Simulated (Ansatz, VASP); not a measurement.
# Sc2GaS in VASP and in Ansatz

```
Sc Ga S
1.0
     4.96931    0.00000    0.00000
    -2.48466    4.30355    0.00000
     0.00000    0.00000    5.03133
Sc Ga S
2 1 1
Direct
  0.33333 0.66667 0.00000
  0.66667 0.33333 0.00000
  0.00000 0.00000 0.00000
  0.00000 0.00000 0.50000
```

Alike in both runs: functional PBE; k mesh 12 × 12 × 10; occupations gaussian, width 0.1 eV; no spin polarisation.

Ansatz relaxed the structure, and its values are those at the end. VASP's run is a single point on that final structure, the one shown.

```csv
,VASP,Ansatz
version,VASP 6.6.1,Ansatz 0.2.0
potentials or method,"VASP PAW PBE potentials, release 64 (Sc_sv, Ga_d, S), cutoff 520 eV","scalar-relativistic, plane waves, PAW"
valence electrons in the cell,41,41
```

|  | VASP | Ansatz | Ansatz less VASP |
| --- | --- | --- | --- |
| gap on the k mesh at the Fermi level (eV) | none | none | - |
| pressure (GPa) | 0.0 | 0.0 | -0.04 |

A gap of «none» marks a metal or a gap that the smearing closes. With one functional, cell and mesh, what is left measures potentials, basis and numerics.
